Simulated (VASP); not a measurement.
# Ta3Sb (Pm-3n) in VASP: single point with LDA

Aim: the single point of Ta3Sb with LDA.

Everything below comes from runs of VASP 6.6.1. Logs are shortened: lines on timing, memory, paths and dates and some standing lists are left out, and cuts for length are marked.

**1. The cell of the first run**

The structure is cubic, space group Pm-3n (No. 223). Conventional cell: a = 5.199 Å, b = 5.199 Å, c = 5.199 Å, α = 90.00°, β = 90.00°, γ = 90.00°. Within 3.4 Å of Ta (site symmetry -4m2) lie 10 Ta at 2.60 to 3.18 Å and 4 Sb at 2.91 Å. Within 3.8 Å of Sb (site symmetry m-3) lie 12 Ta at 2.91 Å.

**2. Single point, LDA**

INCAR

```
SYSTEM = Ta3Sb
PREC = Accurate
ENCUT = 520
EDIFF = 1E-7
ISMEAR = -1
SIGMA = 0.1
LREAL = .False.
LASPH = .True.
NELM = 100
ALGO = Normal
ISIF = 2
LWAVE = .False.
LCHARG = .False.
NBANDS = 48
```

KPOINTS

```
Automatic mesh
0
Gamma
  4 4 4
  0 0 0
```

POSCAR

```
Ta3Sb
1.0
    5.1987268340      0.0000000000      0.0000000000
    0.0000000000      5.1987268340      0.0000000000
    0.0000000000      0.0000000000      5.1987268340
Ta Sb
6 2
Direct
    0.2500000000      0.0000000000      0.5000000000
    0.5000000000      0.7500000000      0.0000000000
    0.7500000000      0.0000000000      0.5000000000
    0.5000000000      0.2500000000      0.0000000000
    0.0000000000      0.5000000000      0.7500000000
    0.0000000000      0.5000000000      0.2500000000
    0.0000000000      0.0000000000      0.0000000000
    0.5000000000      0.5000000000      0.5000000000
```

Potentials or basis: VASP PAW LDA potentials, release 64 (Ta_pv, Sb).

On the command line:

```sh
$ cat potpaw_LDA.64/Ta_pv/POTCAR potpaw_LDA.64/Sb/POTCAR > POTCAR
$ mpirun -np 1 vasp_std > vasp.out
```

OUTCAR:

```text
SYSTEM = Ta3Sb
   PREC = Accurate
   ENCUT = 520
   EDIFF = 1E-7
   ISMEAR = -1
   LREAL = .False.
   LASPH = .True.
   NELM = 100
   ISIF = 2

 ion  position               nearest neighbor table
   1  0.250  0.000  0.500-   3 2.60   3 2.60   8 2.91   7 2.91   8 2.91   7 2.91   4 3.18   2 3.18
                             4 3.18   2 3.18   5 3.18   6 3.18   6 3.18   5 3.18
   2  0.500  0.750  0.000-   4 2.60   4 2.60   8 2.91   8 2.91   7 2.91   7 2.91   3 3.18   3 3.18
                             1 3.18   1 3.18   6 3.18   5 3.18   6 3.18   5 3.18
   3  0.750  0.000  0.500-   1 2.60   1 2.60   8 2.91   7 2.91   8 2.91   7 2.91   4 3.18   2 3.18
                             4 3.18   2 3.18   5 3.18   6 3.18   6 3.18   5 3.18
   4  0.500  0.250  0.000-   2 2.60   2 2.60   8 2.91   8 2.91   7 2.91   7 2.91   3 3.18   1 3.18
                             3 3.18   1 3.18   6 3.18   5 3.18   6 3.18   5 3.18
   5  0.000  0.500  0.750-   6 2.60   6 2.60   8 2.91   7 2.91   7 2.91   8 2.91   3 3.18   4 3.18
                             1 3.18   3 3.18   1 3.18   2 3.18   4 3.18   2 3.18
   6  0.000  0.500  0.250-   5 2.60   5 2.60   8 2.91   7 2.91   7 2.91   8 2.91   3 3.18   4 3.18
                             1 3.18   3 3.18   1 3.18   2 3.18   4 3.18   2 3.18
   7  0.000  0.000  0.000-   1 2.91   2 2.91   3 2.91   4 2.91   5 2.91   6 2.91   1 2.91   3 2.91
                             5 2.91   6 2.91   2 2.91   4 2.91
   8  0.500  0.500  0.500-   1 2.91   2 2.91   3 2.91   4 2.91   5 2.91   6 2.91   2 2.91   4 2.91
                             1 2.91   3 2.91   5 2.91   6 2.91

  LATTYP: Found a simple cubic cell.
 ALAT       =     5.1987268340

  Lattice vectors:

 A1 = (   5.1987268340,   0.0000000000,   0.0000000000)
 A2 = (   0.0000000000,   5.1987268340,   0.0000000000)
 A3 = (   0.0000000000,   0.0000000000,   5.1987268340)

Analysis of symmetry for initial positions (statically):
=====================================================================
 Subroutine PRICEL returns:
 Original cell was already a primitive cell.

 Routine SETGRP: Setting up the symmetry group for a
 simple cubic supercell.

 Subroutine GETGRP returns: Found 48 space group operations
 (whereof 24 operations were pure point group operations)
 out of a pool of 48 trial point group operations.

The static configuration has the point symmetry T_h .
 The point group associated with its full space group is O_h .

Analysis of symmetry for dynamics (positions and initial velocities):
=====================================================================
 Subroutine PRICEL returns:
 Original cell was already a primitive cell.

 Routine SETGRP: Setting up the symmetry group for a
 simple cubic supercell.

 Subroutine GETGRP returns: Found 48 space group operations
 (whereof 24 operations were pure point group operations)
 out of a pool of 48 trial point group operations.

The dynamic configuration has the point symmetry T_h .
 The point group associated with its full space group is O_h .

 Subroutine INISYM returns: Found 48 space group operations
 (whereof 24 operations are pure point group operations),
 and found     1 'primitive' translations

----------------------------------------------------------------------------------------

                                     Primitive cell

  volume of cell :     140.5047

  direct lattice vectors                    reciprocal lattice vectors
     5.198726834  0.000000000  0.000000000     0.192354788  0.000000000  0.000000000
     0.000000000  5.198726834  0.000000000     0.000000000  0.192354788  0.000000000
     0.000000000  0.000000000  5.198726834     0.000000000  0.000000000  0.192354788

  length of vectors
     5.198726834  5.198726834  5.198726834     0.192354788  0.192354788  0.192354788

  position of ions in fractional coordinates (direct lattice)
     0.250000000  0.000000000  0.500000000
     0.500000000  0.750000000  0.000000000
     0.750000000  0.000000000  0.500000000
     0.500000000  0.250000000  0.000000000
     0.000000000  0.500000000  0.750000000
     0.000000000  0.500000000  0.250000000
     0.000000000  0.000000000  0.000000000
     0.500000000  0.500000000  0.500000000

  ion indices of the primitive-cell ions
   primitive index   ion index
                 1           1
                 2           2
                 3           3
                 4           4
                 5           5
                 6           6
                 7           7
                 8           8

----------------------------------------------------------------------------------------

 KPOINTS: Automatic mesh

Automatic generation of k-mesh.
 Grid dimensions read from file:
 generate k-points for:    4    4    4

 Generating k-lattice:

  Cartesian coordinates                     Fractional coordinates (reciprocal lattice)
     0.048088697  0.000000000  0.000000000     0.250000000  0.000000000  0.000000000
     0.000000000  0.048088697  0.000000000     0.000000000  0.250000000  0.000000000
     0.000000000  0.000000000  0.048088697     0.000000000  0.000000000  0.250000000

  Length of vectors
     0.048088697  0.048088697  0.048088697

  Shift w.r.t. Gamma in fractional coordinates (k-lattice)
     0.000000000  0.000000000  0.000000000

 Subroutine IBZKPT returns following result:
 ===========================================

 Found     10 irreducible k-points:

 Following reciprocal coordinates:
            Coordinates               Weight
  0.000000  0.000000  0.000000      1.000000
  0.250000  0.000000  0.000000      6.000000
  0.500000  0.000000  0.000000      3.000000
  0.250000  0.250000  0.000000     12.000000
  0.500000  0.250000  0.000000     12.000000
  0.500000  0.500000  0.000000      3.000000
  0.250000  0.250000  0.250000      8.000000
  0.500000  0.250000  0.250000     12.000000
  0.500000  0.500000  0.250000      6.000000
  0.500000  0.500000  0.500000      1.000000
   k-points           NKPTS =     10   k-points in BZ     NKDIM =     10   number of bands    NBANDS=     48
   number of dos      NEDOS =    301   number of ions     NIONS =      8
   total plane-waves  NPLWV =  64000
   dimension x,y,z NGX =    40 NGY =   40 NGZ =   40
   dimension x,y,z NGXF=    80 NGYF=   80 NGZF=   80
   ions per type =               6   2
   NGX,Y,Z   is equivalent  to a cutoff of  12.79, 12.79, 12.79 a.u.
   NGXF,Y,Z  is equivalent  to a cutoff of  25.58, 25.58, 25.58 a.u.
 SYSTEM =  Ta3Sb
   PREC   = accura    normal or accurate (medium, high low for compatibility)
   ISTART =      0    job   : 0-new  1-cont  2-samecut
   ICHARG =      2    charge: 1-file 2-atom 10-const
   ISPIN  =      1    spin polarized calculation?
   LNONCOLLINEAR =      F non collinear calculations
   LSORBIT =      F    spin-orbit coupling
   LASPH  =      T    aspherical Exc in radial PAW
   ENCUT  =  520.0 eV  38.22 Ry    6.18 a.u.   9.67  9.67  9.67*2*pi/ulx,y,z
   NELM   =    100;   NELMIN=  2; NELMDL= -5     # of ELM steps
   EDIFF  = 0.1E-06   stopping-criterion for ELM
   LREAL  =      F    real-space projection
   EDIFFG = 0.1E-05   stopping-criterion for IOM
   NSW    =      0    number of steps for IOM
   IBRION =     -1    ionic relax: 0-MD 1-quasi-New 2-CG
   NFREE  =      0    steps in history (QN), initial steepest desc. (CG)
   ISIF   =      2    stress and relaxation
   ISYM   =      2    0-nonsym 1-usesym 2-fastsym
   POTIM  = 0.5000    time-step for ionic-motion
   TEBEG  =    0.0;   TEEND  =   0.0 temperature during run
   PSTRESS=    0.0 pullay stress
   NELECT =      76.0000    total number of electrons
   NUPDOWN=      -1.0000    fix difference up-down
   EMIN   =  10.00;   EMAX   =-10.00  energy-range for DOS
   EFERMI =   0.00;   METHOD = LEGACY
   ISMEAR =    -1;   SIGMA  =   0.10  broadening in eV -4-tet -1-fermi 0-gaus
   EFERMI_NEDOS =   21; number of points for ismear=-14 and -15
   IALGO  =     38    algorithm
   IMIX   =      4    mixing-type and parameters
     AMIX     =   0.40;   BMIX     =  1.00
     AMIX_MAG =   1.60;   BMIX_MAG =  1.00
  volume/ion in A,a.u.               =      17.56       118.52
  Fermi-wavevector in a.u.,A,eV,Ry     =   1.333877  2.520662 24.207855  1.779227
  Thomas-Fermi vector in A             =   2.462701
   LORBIT       =      0    0 simple, 1 ext, 2 COOP (PROOUT), +10 PAW based schemes
   GGA     = CA    functional components
   LHFCALC =     F    Hartree Fock is set to
   AEXX    =    0.0000 exact exchange contribution
   IVDW    =     0    specifies the selected vdW correction
   LEPSILON=     F    determine dielectric tensor
   LRPA    =     F    only Hartree local field effects (RPA)
 non-spin polarized calculation
  energy-cutoff  :      520.00
  volume of cell :      140.50
 maximum number of plane-waves:      3840
 NGX is ok and might be reduce to    40
   NGX = 19   NGY = 19   NGZ = 19

 number of electron      76.0000014 magnetization

 Free energy of the ion-electron system (eV)
  ---------------------------------------------------
  ext. energy  EPLUGINS =         0.00000000
  ---------------------------------------------------
  free energy    TOTEN  =       -87.86942800 eV

  energy without entropy =      -87.78026942  energy(sigma->0) =      -87.82484871

 E-fermi :   8.2174     XC(G=0): -12.7633

 val. band max:        8.1854612832   @ k =   0.5000   0.5000   0.0000
 cond. band min:       8.4813652757   @ k =   0.0000   0.0000   0.0000
 fundamental gap:      0.2959039925
 Fermi energy:         8.2174276773

 k-point     1 :       0.0000    0.0000    0.0000
  band No.  band energies     occupation
      1     -26.6232      2.00000
      2     -26.6232      2.00000
      3     -26.4810      2.00000
      4     -25.9374      2.00000
      5     -25.9374      2.00000
      6     -25.9374      2.00000
[... 40 lines left out ...]
     47      12.5985      0.00000
     48      12.5994      0.00000
[... 457 lines left out ...]
     47      11.0598      0.00000
     48      11.0598      0.00000

------------------------ aborting loop because EDIFF is reached ----------------------------------------

  FORCE on cell =-STRESS in cart. coord.  units (eV):
  Direction    XX          YY          ZZ          XY          YZ          ZX
  --------------------------------------------------------------------------------------
  -------------------------------------------------------------------------------------
  Total        0.9141448      0.9141448      0.9141448      0.0000000      0.0000000     -0.0000000
  in kB       10.4240042     10.4240042     10.4240042      0.0000000      0.0000000     -0.0000000
  external PRESSURE =      10.4240042 kB  Pullay stress =       0.0000000 kB

 VOLUME and BASIS-vectors are now :
 -----------------------------------------------------------------------------
  energy-cutoff  :      520.00
  volume of cell :      140.50
      direct lattice vectors                 reciprocal lattice vectors
     5.198726834  0.000000000  0.000000000     0.192354788  0.000000000  0.000000000
     0.000000000  5.198726834  0.000000000     0.000000000  0.192354788  0.000000000
     0.000000000  0.000000000  5.198726834     0.000000000  0.000000000  0.192354788

 POSITION                                       TOTAL-FORCE (eV/Angst)
 -----------------------------------------------------------------------------------
      1.29968      0.00000      2.59936         0.000000     -0.000000      0.000000
      2.59936      3.89905      0.00000        -0.000000     -0.000000      0.000000
      3.89905      0.00000      2.59936        -0.000000     -0.000000     -0.000000
      2.59936      1.29968      0.00000        -0.000000      0.000000     -0.000000
      0.00000      2.59936      3.89905         0.000000      0.000000     -0.000000
      0.00000      2.59936      1.29968         0.000000      0.000000      0.000000
      0.00000      0.00000      0.00000         0.000000      0.000000      0.000000
      2.59936      2.59936      2.59936         0.000000      0.000000      0.000000
 -----------------------------------------------------------------------------------
    total drift:                               -0.000000     -0.000000      0.000000

  FREE ENERGIE OF THE ION-ELECTRON SYSTEM (eV)
  ---------------------------------------------------
  free  energy   TOTEN  =       -87.8694279995 eV

  energy  without entropy=      -87.7802694188  energy(sigma->0) =      -87.82484871
```

Run time: 28 s. Hardware: 1 thread of Intel Xeon 6975P-C (Granite Rapids), shared host; peak memory 0.22 GiB.

What came out:

* Free energy: -87.8694 eV
* Pressure: 1.0 GPa
* Band gap on the k mesh: zero (band 38 reaches 8.51 eV, above the bottom of band 39 at 7.99 eV)

Caveat: spin-orbit coupling is left out, which moves the levels of the heavy elements.
